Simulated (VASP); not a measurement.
Set up this calculation in VASP 6.6.1, as the native input.

| Quantity | Value |
| --- | --- |
| Task | single point |
| Functional | PBE-based screened hybrid with 25 % exact exchange |
| Potentials or basis | VASP PAW PBE potentials, release 64 (Sn_d) |
| Cutoff | 520 eV |
| k mesh | 4 × 4 × 4 |
| Occupations | fermi-dirac, width 0.05 eV |
| Spin | no spin polarisation |
| Dipole correction | no |
| Grid for exact exchange (PRECFOCK) | Normal |
| Share of exact exchange | 0.25 |
| Further INCAR settings | ALGO = Normal; EDIFF = 1e-06; NBANDS = 21 |
| Screening parameter | 0.3 1/Å |

The system is Sn.

```
Sn
1.0
     0.00000    3.29708    3.29708
     3.29708    0.00000    3.29708
     3.29708    3.29708    0.00000
Sn
2
Cartesian
  4.9456 4.9456 4.9456
  3.2971 3.2971 3.2971
```

This isn't the form of Sn at room conditions, which is tetragonal (white tin).

The input as run:

POSCAR

```
Sn
1.0
    0.0000000000      3.2970846288      3.2970846288
    3.2970846288      0.0000000000      3.2970846288
    3.2970846288      3.2970846288      0.0000000000
Sn
2
Direct
    0.7500000000      0.7500000000      0.7500000000
    0.5000000000      0.5000000000      0.5000000000
```

INCAR.step1

```
SYSTEM = Sn
PREC = Accurate
ENCUT = 520
EDIFF = 1E-5
ISMEAR = -1
SIGMA = 0.05
LREAL = .FALSE.
LASPH = .TRUE.
NELM = 100
ALGO = Normal
ISIF = 2
LWAVE = .TRUE.
LCHARG = .FALSE.
NBANDS = 21
GGA = PE
```

INCAR.step2

```
SYSTEM = Sn
PREC = Accurate
ENCUT = 520
EDIFF = 1E-6
ISMEAR = -1
SIGMA = 0.05
LREAL = .FALSE.
LASPH = .TRUE.
NELM = 100
ALGO = Normal
ISIF = 2
LWAVE = .FALSE.
LCHARG = .FALSE.
GGA = PE
LHFCALC = .TRUE.
AEXX = 0.25
HFSCREEN = 0.3
PRECFOCK = Normal
NBANDS = 21
ISTART = 1
```

KPOINTS

```
Automatic mesh
0
G
  4 4 4
  0 0 0
```

Potentials or basis: VASP PAW PBE potentials, release 64 (Sn_d).

Launch:

```bash
$ cat potpaw_PBE.64/Sn_d/POTCAR > POTCAR
$ cp INCAR.step1 INCAR
$ mpirun -np 1 vasp_std > vasp.out
$ cp INCAR.step2 INCAR
$ mpirun -np 1 vasp_std > vasp.out
```

It gave:

| Item | Value |
| --- | --- |
| Pressure | 0.0 GPa |
| Band gap on the k mesh | zero (filled and empty bands touch) |

Caveat: the k points lie up to 0.41 Å⁻¹ apart; the PAW data sets were made with another functional, which shifts forces and pressure a little; spin-orbit coupling is left out, which moves the levels of the heavy elements.

It took 27 min on 1 thread of Intel(R) Xeon(R) Platinum 8259CL CPU @ 2.50GHz (Skylake/Cascade Lake), on a shared host, peak memory 0.32 GiB.
